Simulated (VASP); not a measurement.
Here is a VASP 6.6.1 calculation.

File INCAR:

```
PREC = Accurate
ENCUT = 520
EDIFF = 1E-6
ISMEAR = 0
SIGMA = 0.02
LREAL = False
LASPH = True
NELM = 150
ALGO = Normal
ISIF = 2
LWAVE = False
LCHARG = False
ISPIN = 2
MAGMOM = 2.82 0.28
LORBIT = 11
LMAXMIX = 4
LDAU = True
LDAUTYPE = 2
LDAUL = 2 -1
LDAUU = 3.32 0
LDAUJ = 0 0
LDAUPRINT = 1
GGA = PE
NBANDS = 18
```

File KPOINTS:

```
Automatic mesh
0
Gamma
  12 12 12
```

The input POSCAR:

```
CoO
1.0
    1.4705769754      0.8490380126      2.3669432342
   -1.4705769754      0.8490380126      2.3669432342
    0.0000000000     -1.6980760252      2.3669432342
Co O
1 1
Direct
    0.0000000000      0.0000000000      0.0000000000
    0.5000000000      0.5000000000      0.5000000000
```

Potentials or basis: VASP PAW PBE potentials, release 64 (Co, O).

Run with:

```bash
$ cat potpaw_PBE.64/Co/POTCAR potpaw_PBE.64/O/POTCAR > POTCAR
$ mpirun -np 1 vasp_std > vasp.out
```

(1) Predict the net moment.

(2) Predict the band gap on the k mesh.

(3) Estimate the site moments.

(4) Predict the pressure.

Answers

(1) 3.00 μB per cell.

(2) zero (filled and empty bands overlap).

(3) Co +2.72; O +0.27 μB.

(4) 19.0 GPa.

Caveat: a cell with one magnetic atom can't hold antiferromagnetic order, which such compounds often take.
